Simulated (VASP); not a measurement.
SnO, 4 atoms in the cell. It takes space group Pmn2_1 (No. 31, orthorhombic). The conventional cell has a = 3.346 Å, b = 5.712 Å, c = 3.921 Å, α = 90.00°, β = 90.00°, γ = 90.00°. Sn (site symmetry m) has 3 O at 2.15 to 2.16 Å within 2.8 Å. O (site symmetry m) has 3 Sn at 2.15 to 2.16 Å and 4 O at 2.90 Å within 3.0 Å. 

```yaml
Program: VASP 6.6.1
Task: relaxation of cell and atoms
Functional: LDA
Potentials_or_basis: VASP PAW LDA potentials, release 64 (Sn_d, O)
Cutoff: 600 eV
k_mesh: 8 × 6 × 6
Occupations: gaussian, width 0.02 eV
Spin: no spin polarisation
Dipole_correction: no
Further_INCAR_settings: ALGO = Normal; EDIFF = 1e-06; IBRION = 2; EDIFFG = -0.005; NSW = 70; ISIF = 3
```

Potentials or basis: VASP PAW LDA potentials, release 64 (Sn_d, O).

Run with:

```console
$ cat potpaw_LDA.64/Sn_d/POTCAR potpaw_LDA.64/O/POTCAR > POTCAR
$ mpirun -np 1 vasp_std > vasp.out
```

Hardware: 1 thread of Intel(R) Xeon(R) 6975P-C (Granite Rapids) (shared host).

Task: How long does it take, and how much memory?

Result: It took 16 min on 1 thread of Intel(R) Xeon(R) 6975P-C (Granite Rapids), on a shared host, peak memory 0.32 GiB. Counts: scf iterations 187, k points 80, ion steps 28.
